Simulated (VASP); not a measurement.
Runs of VASP 6.6.1 on Mg. The structure is that of space group Fm-3m (No. 225), or close to it. The cells are those of the table. 

```csv
level,potentials or basis,cell,smearing,gap on the mesh (eV),pressure (GPa)
RPBE,"VASP PAW PBE potentials, release 64 (Mg)","a = 3.174 Å, angles 60.0°, 1 atom",gaussian 0.1 eV,none,1.8
RPBE,"VASP PAW PBE potentials, release 64 (Mg)","a = 3.231 Å, angles 60.0°, 1 atom",fermi-dirac 0.05 eV,none,-0.2
PBE,"VASP PAW PBE potentials, release 64 (Mg)","a = 3.174, b = 3.197, c = 3.202 Å, angles 58.6, 60.6, 58.8°, 1 atom",fermi-dirac 0.05 eV,none,(a)
LDA,"VASP PAW LDA potentials, release 64 (Mg)","a = 3.134 Å, angles 60.0°, 1 atom",fermi-dirac 0.05 eV,none,-0.3
r2SCAN,"VASP PAW PBE potentials, release 64 (Mg)","a = 3.179 Å, angles 60.0°, 1 atom",fermi-dirac 0.05 eV,none,-0.2
```

Alike in all rows: task single point; no spin polarisation; k mesh 10 × 10 × 10; cutoff (eV) 520.

Fill in the values left out.

(a) 0.7.

Caveats: the PAW data sets were made with another functional, which shifts forces and pressure a little (some runs).

A gap of «none» marks levels without a gap at the run's occupations.
